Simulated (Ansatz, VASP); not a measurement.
## GaAs in VASP and in Ansatz

```
CELL_PARAMETERS angstrom
0.00000 2.82685 2.88339
2.82685 0.00000 2.88339
2.82685 2.82685 0.00000
ATOMIC_POSITIONS crystal
Ga 0.00000 0.00000 0.00000
As 0.75000 0.75000 0.75000
```

Change from the starting cell: zz strain of +2 %.

Alike in both runs: task single point; functional LDA; k mesh 11 × 11 × 11; occupations fermi-dirac, width 0.05 eV; no spin polarisation.

```csv
,VASP,Ansatz
version,VASP 6.6.1,Ansatz 0.2.0
potentials or method,"VASP PAW LDA potentials, release 64 (Ga_d, As), cutoff 520 eV","all-electron LAPW, scalar-relativistic"
```

```csv
,VASP,Ansatz,Ansatz less VASP
pressure (GPa),-2.9,-3.1,-0.22
"traceless stress, the component that is largest in VASP (GPa)",-0.85,-0.85,-0.002
```

LDA's correlation is that of Perdew and Zunger in VASP and of Perdew and Wang (1992) in Ansatz. Ansatz ran all-electron here, and VASP with PAW potentials.
